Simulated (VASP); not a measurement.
Runs of VASP 6.6.1 on Cd. The structure is that of space group R-3m (No. 166), or close to it. The cells are those of the table. 

```csv
cell,gap on the mesh (eV),pressure (GPa)
"a = 3.134 Å, angles 63.1°, 1 atom",none,-4.3
"a = 3.114 Å, angles 63.1°, 1 atom",none,-3.6
"a = 3.074 Å, angles 63.1°, 1 atom",none,(a)
"a = 3.094 Å, angles 63.1°, 1 atom",none,-2.8
```

Alike in all rows: task single point; level PBEsol; potentials or basis VASP PAW PBE potentials, release 64 (Cd); no spin polarisation; k mesh 11 × 11 × 11; cutoff (eV) 520; smearing methfessel-paxton 0.2 eV.

Problem. Fill in the values left out.

Solution. (a) -1.9.

Caveats: the PAW data sets were made with another functional, which shifts forces and pressure a little.

A k mesh can miss the band edges, and the runs leave out spin-orbit coupling on Cd.

A gap of «none» marks levels without a gap at the run's occupations.
